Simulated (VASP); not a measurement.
# Re (P6_3/mmc) in VASP: single point with PBE

Aim: the single point of Re with PBE.

All numbers are computed with VASP 6.6.1; they aren't measurements. Logs are shortened: lines on timing, memory, paths and dates and some standing lists are left out, and cuts for length are marked.

### 1 The cell of the first run

The structure is hexagonal, space group P6_3/mmc (No. 194). Conventional cell: a = 2.775 Å, b = 2.775 Å, c = 4.484 Å, α = 90.00°, β = 90.00°, γ = 120.00°. Re (site symmetry -6m2) has 12 Re at 2.76 to 2.77 Å within 3.6 Å.

### 2 Single point, PBE, non-collinear spin, zero start, spin-orbit coupling

File INCAR:

```
PREC = Accurate ; ENCUT = 520
EDIFF = 1E-6 ; ISMEAR = 0
SIGMA = 0.1 ; LREAL = False
LASPH = True ; NELM = 150
ALGO = Normal ; ISIF = 2
LWAVE = False ; LCHARG = False
MAGMOM = 0 0 0 0 0 0 ; LORBIT = 11
LSORBIT = True ; GGA_COMPAT = False
LORBMOM = True ; LMAXMIX = 4
GGA = PE ; NBANDS = 26
```

File KPOINTS:

```
regular mesh
0
Gamma
  18 18 10
```

File POSCAR:

```
Re
1.0
    2.7748870829      0.0000000000      0.0000000000
   -1.3874435415      2.4031227065      0.0000000000
    0.0000000000      0.0000000000      4.4841279362
Re
2
Direct
    0.3333333333      0.6666666667      0.2500000000
    0.6666666667      0.3333333333      0.7500000000
```

Potentials or basis: VASP PAW PBE potentials, release 64 (Re).

Command:

```sh
cat potpaw_PBE.64/Re/POTCAR > POTCAR
mpirun -np 1 vasp_ncl > vasp.out
```

OUTCAR:

```text
PREC = Accurate
   ENCUT = 520
   EDIFF = 1E-6
   ISMEAR = 0
   LREAL = False
   LASPH = True
   NELM = 150
   ISIF = 2
   LORBIT = 11
   LSORBIT = True
   GGA = PE

 ion  position               nearest neighbor table
   1  0.333  0.667  0.250-   2 2.76   2 2.76   2 2.76   2 2.76   2 2.76   2 2.76
   2  0.667  0.333  0.750-   1 2.76   1 2.76   1 2.76   1 2.76   1 2.76   1 2.76

  LATTYP: Found a hexagonal cell.
 ALAT       =     2.7748870829
 C/A-ratio  =     1.6159677141

  Lattice vectors:

 A1 = (   2.7748870829,   0.0000000000,   0.0000000000)
 A2 = (  -1.3874435415,   2.4031227065,   0.0000000000)
 A3 = (   0.0000000000,   0.0000000000,   4.4841279362)

Analysis of symmetry for initial positions (statically):
=====================================================================
 Subroutine PRICEL returns:
 Original cell was already a primitive cell.

 Routine SETGRP: Setting up the symmetry group for a
 hexagonal supercell.

 Subroutine GETGRP returns: Found 24 space group operations
 (whereof 12 operations were pure point group operations)
 out of a pool of 24 trial point group operations.

The static configuration has the point symmetry D_3d.
 The point group associated with its full space group is D_6h.

Analysis of symmetry for dynamics (positions and initial velocities):
=====================================================================
 Subroutine PRICEL returns:
 Original cell was already a primitive cell.

 Routine SETGRP: Setting up the symmetry group for a
 hexagonal supercell.

 Subroutine GETGRP returns: Found 24 space group operations
 (whereof 12 operations were pure point group operations)
 out of a pool of 24 trial point group operations.

The dynamic configuration has the point symmetry D_3d.
 The point group associated with its full space group is D_6h.

Analysis of structural, dynamic, and magnetic symmetry:
=====================================================================
 Subroutine PRICEL returns:
 Original cell was already a primitive cell.

 Routine SETGRP: Setting up the symmetry group for a
 hexagonal supercell.

 Subroutine GETGRP returns: Found 24 space group operations
 (whereof 12 operations were pure point group operations)
 out of a pool of 24 trial point group operations.

The overall configuration has the point symmetry D_3d.
 The point group associated with its full space group is D_6h.

 Subroutine INISYM returns: Found 24 space group operations
 (whereof 12 operations are pure point group operations),
 and found     1 'primitive' translations

----------------------------------------------------------------------------------------

                                     Primitive cell

  volume of cell :      29.9019

  direct lattice vectors                    reciprocal lattice vectors
     2.774887083  0.000000000  0.000000000     0.360375024  0.208062617  0.000000000
    -1.387443541  2.403122707  0.000000000     0.000000000  0.416125235  0.000000000
     0.000000000  0.000000000  4.484127936     0.000000000  0.000000000  0.223008802

  length of vectors
     2.774887083  2.774887083  4.484127936     0.416125235  0.416125235  0.223008802

  position of ions in fractional coordinates (direct lattice)
     0.333333333  0.666666667  0.250000000
     0.666666667  0.333333333  0.750000000

  ion indices of the primitive-cell ions
   primitive index   ion index
                 1           1
                 2           2

----------------------------------------------------------------------------------------

 KPOINTS: regular mesh

Automatic generation of k-mesh.
 Grid dimensions read from file:
 generate k-points for:   18   18   10

 Generating k-lattice:

  Cartesian coordinates                     Fractional coordinates (reciprocal lattice)
[... 99 lines left out ...]

 number of electron      14.0000000 magnetization       0.0000000      0.0000000     -0.0000000

 number of electron      14.0000000 magnetization       0.0000000      0.0000000      0.0000000

 Free energy of the ion-electron system (eV)
  ---------------------------------------------------
  ext. energy  EPLUGINS =         0.00000000
  ---------------------------------------------------
  free energy    TOTEN  =       -25.53278334 eV

  energy without entropy =      -25.52561346  energy(sigma->0) =      -25.52919840

 E-fermi :   7.6988     XC(G=0): -13.6409

 val. band max:        7.6958815346   @ k =   0.3333   0.3333   0.0000
 cond. band min:       7.7061224867   @ k =   0.1667   0.0000   0.0000
 fundamental gap:      0.0102409521
 Fermi energy:         7.6987680428

 k-point     1 :       0.0000    0.0000    0.0000
  band No.  band energies     occupation
      1      -2.0616      1.00000
      2      -2.0616      1.00000
      3       1.1778      1.00000
      4       1.1778      1.00000
      5       5.7938      1.00000
      6       5.7938      1.00000
[... 685 lines left out ...]
     25      17.4741      0.00000
     26      17.4858      0.00000

 [... further k-points ...]

------------------------ aborting loop because EDIFF is reached ----------------------------------------

  FORCE on cell =-STRESS in cart. coord.  units (eV):
  Direction    XX          YY          ZZ          XY          YZ          ZX
  --------------------------------------------------------------------------------------
  -------------------------------------------------------------------------------------
  Total        0.0808226      0.0808226     -0.0810061     -0.0000000      0.0000000      0.0000000
  in kB        4.3305616      4.3305616     -4.3403944     -0.0000000      0.0000000      0.0000000
  external PRESSURE =       1.4402429 kB  Pullay stress =       0.0000000 kB

 VOLUME and BASIS-vectors are now :
 -----------------------------------------------------------------------------
  energy-cutoff  :      520.00
  volume of cell :       29.90
      direct lattice vectors                 reciprocal lattice vectors
     2.774887083  0.000000000  0.000000000     0.360375024  0.208062617  0.000000000
    -1.387443541  2.403122707  0.000000000     0.000000000  0.416125235  0.000000000
     0.000000000  0.000000000  4.484127936     0.000000000  0.000000000  0.223008802

 POSITION                                       TOTAL-FORCE (eV/Angst)
 -----------------------------------------------------------------------------------
     -0.00000      1.60208      1.12103         0.000000      0.000000      0.000000
      1.38744      0.80104      3.36310        -0.000000     -0.000000     -0.000000
 -----------------------------------------------------------------------------------
    total drift:                               -0.000000     -0.000000     -0.000000

  FREE ENERGIE OF THE ION-ELECTRON SYSTEM (eV)
  ---------------------------------------------------
  free  energy   TOTEN  =       -25.5327833366 eV

  energy  without entropy=      -25.5256134572  energy(sigma->0) =      -25.52919840

 orbital moment (x)

 # of ion     p       d       tot
 ----------------------------------------
  1        -0.000   0.000   0.000
  2        -0.000   0.000   0.000
 ----------------------------------------
           -0.000   0.000   0.000

 orbital moment (y)

 # of ion     p       d       tot
 ----------------------------------------
  1         0.000   0.000   0.000
  2         0.000  -0.000  -0.000
 ----------------------------------------
            0.000  -0.000  -0.000

 orbital moment (z)

 # of ion     p       d       tot
 ----------------------------------------
  1         0.000   0.000   0.000
  2         0.000   0.000   0.000
 ----------------------------------------
            0.000   0.000   0.000

 Spin-Orbit-Coupling matrix elements

 Ion:    1  E_soc:     -0.6824266
 l=   1
     0.0000000    -0.0421897    -0.0418201
    -0.0421897     0.0000000    -0.0421897
    -0.0418201    -0.0421897     0.0000000
 l=   2
     0.0000000    -0.0138213     0.0000000    -0.0138213    -0.0577144
    -0.0138213     0.0000000    -0.0439654    -0.0140833    -0.0138213
     0.0000000    -0.0439654     0.0000000    -0.0439654     0.0000000
    -0.0138213    -0.0140833    -0.0439654     0.0000000    -0.0138213
    -0.0577144    -0.0138213     0.0000000    -0.0138213     0.0000000
 l=   3
     0.0000000     0.0000000     0.0000000     0.0000000     0.0000000     0.0000000     0.0000000
     0.0000000     0.0000000     0.0000000     0.0000000     0.0000000     0.0000000     0.0000000
     0.0000000     0.0000000     0.0000000     0.0000000     0.0000000     0.0000000     0.0000000
     0.0000000     0.0000000     0.0000000     0.0000000     0.0000000     0.0000000     0.0000000
     0.0000000     0.0000000     0.0000000     0.0000000     0.0000000     0.0000000     0.0000000
     0.0000000     0.0000000     0.0000000     0.0000000     0.0000000     0.0000000     0.0000000
     0.0000000     0.0000000     0.0000000     0.0000000     0.0000000     0.0000000     0.0000000

 Ion:    2  E_soc:     -0.6824266
 l=   1
     0.0000000    -0.0421897    -0.0418201
    -0.0421897     0.0000000    -0.0421897
    -0.0418201    -0.0421897     0.0000000
 l=   2
     0.0000000    -0.0138213     0.0000000    -0.0138213    -0.0577144
    -0.0138213     0.0000000    -0.0439654    -0.0140833    -0.0138213
     0.0000000    -0.0439654     0.0000000    -0.0439654     0.0000000
    -0.0138213    -0.0140833    -0.0439654     0.0000000    -0.0138213
    -0.0577144    -0.0138213     0.0000000    -0.0138213     0.0000000
 l=   3
     0.0000000     0.0000000     0.0000000     0.0000000     0.0000000     0.0000000     0.0000000
     0.0000000     0.0000000     0.0000000     0.0000000     0.0000000     0.0000000     0.0000000
     0.0000000     0.0000000     0.0000000     0.0000000     0.0000000     0.0000000     0.0000000
     0.0000000     0.0000000     0.0000000     0.0000000     0.0000000     0.0000000     0.0000000
     0.0000000     0.0000000     0.0000000     0.0000000     0.0000000     0.0000000     0.0000000
     0.0000000     0.0000000     0.0000000     0.0000000     0.0000000     0.0000000     0.0000000
     0.0000000     0.0000000     0.0000000     0.0000000     0.0000000     0.0000000     0.0000000

 total charge

# of ion       s       p       d       tot
------------------------------------------
    1        0.618   0.677   4.784   6.079
    2        0.618   0.677   4.784   6.079
--------------------------------------------------
tot          1.235   1.355   9.568  12.159

 magnetization (x)

# of ion       s       p       d       tot
------------------------------------------
    1        0.000   0.000   0.000   0.000
    2        0.000   0.000   0.000   0.000
--------------------------------------------------
tot          0.000   0.000   0.000   0.000

 magnetization (y)

# of ion       s       p       d       tot
------------------------------------------
    1        0.000   0.000  -0.000  -0.000
    2        0.000   0.000  -0.000  -0.000
--------------------------------------------------
tot          0.000   0.000  -0.000  -0.000

 magnetization (z)

# of ion       s       p       d       tot
------------------------------------------
    1        0.000   0.000   0.000   0.000
    2        0.000   0.000   0.000   0.000
--------------------------------------------------
tot          0.000   0.000   0.000   0.000
```

Wall time 3.8 min (1 thread of Intel Xeon Platinum 8559C (Emerald Rapids), shared host); peak memory 0.4 GiB.

What came out:

```
Free energy                                           : -25.5328 eV
Pressure                                              : 0.1 GPa
Net moment                                            : 0.00 μB per cell
Valence electrons inside the program's atomic spheres : Re 6.08
```

Moments on the atoms (μB; x, y, z):
```
Re  0.00 0.00 0.00
Re  0.00 0.00 0.00
```
